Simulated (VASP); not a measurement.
Wanted: the native input for a VASP 6.6.1 run.

```yaml
Task: single point
Functional: PBE
Potentials_or_basis: VASP PAW PBE potentials, release 64 (Ca_sv, Sn_d, N)
Cutoff: 520 eV
k_mesh: 12 × 12 × 2
Occupations: gaussian, width 0.1 eV
Spin: no spin polarisation
Dipole_correction: no
k_mesh_for_the_DOS: 18 × 18 × 3
Occupations_for_the_DOS: tetrahedron
Further_INCAR_settings: ALGO = Normal; EDIFF = 1e-06
```

Ca3Sn3N2:

```
CELL_PARAMETERS angstrom
3.60993 0.00000 0.00000
-1.80497 3.12630 0.00000
0.00000 0.00000 16.01899
ATOMIC_POSITIONS crystal
Ca 0.00000 0.00000 0.00000
Ca 0.66667 0.33333 0.16297
Ca 0.33333 0.66667 0.83703
Sn 0.33333 0.66667 0.34976
Sn 0.00000 0.00000 0.50000
Sn 0.66667 0.33333 0.65024
N 0.66667 0.33333 0.90254
N 0.33333 0.66667 0.09746
```

The input as run:

POSCAR

```
Ca3Sn3N2
1.0
    3.6099349355      0.0000000000      0.0000000000
   -1.8049674677      3.1262953601      0.0000000000
    0.0000000000      0.0000000000     16.0189867115
Ca Sn N
3 3 2
Direct
    0.0000000000      0.0000000000      0.0000000000
    0.6666666667      0.3333333333      0.1629712969
    0.3333333333      0.6666666667      0.8370287031
    0.3333333333      0.6666666667      0.3497646268
    0.0000000000      0.0000000000      0.5000000000
    0.6666666667      0.3333333333      0.6502353732
    0.6666666667      0.3333333333      0.9025355910
    0.3333333333      0.6666666667      0.0974644090
```

INCAR.step1

```
PREC = Accurate
ENCUT = 520
EDIFF = 1E-6
ISMEAR = 0
SIGMA = 0.1
LREAL = F
LASPH = T
NELM = 60
ALGO = Normal
ISIF = 2
LWAVE = F
LCHARG = T
GGA = PE
NBANDS = 51
```

KPOINTS.step1

```
regular mesh
0
Gamma
  12 12 2
```

INCAR.step2

```
PREC = Accurate
ENCUT = 520
EDIFF = 1E-6
ISMEAR = -5
SIGMA = 0.1
LREAL = F
LASPH = T
NELM = 60
ALGO = Normal
ISIF = 2
LWAVE = F
LCHARG = F
GGA = PE
LORBIT = 11
NEDOS = 2001
ICHARG = 11
```

KPOINTS.step2

```
regular mesh
0
Gamma
  18 18 3
```

Potentials or basis: VASP PAW PBE potentials, release 64 (Ca_sv, Sn_d, N).

Launch:

```bash
$ cat potpaw_PBE.64/Ca_sv/POTCAR potpaw_PBE.64/Sn_d/POTCAR potpaw_PBE.64/N/POTCAR > POTCAR
$ cp INCAR.step1 INCAR
$ cp KPOINTS.step1 KPOINTS
$ mpirun -np 1 vasp_std > vasp.out
$ cp INCAR.step2 INCAR
$ cp KPOINTS.step2 KPOINTS
$ mpirun -np 1 vasp_std > vasp.out
```

It gave:

```yaml
Valence_electrons_inside_the_program's_atomic_spheres: Ca 8.19, 8.28 (each value once); Sn 12.13, 12.15 (each value once); N 3.62
```

Wall time 11 min on 1 thread of AMD EPYC 9R45 96-Core Processor (Zen 5), with other jobs on the host, peak memory 0.76 GiB.
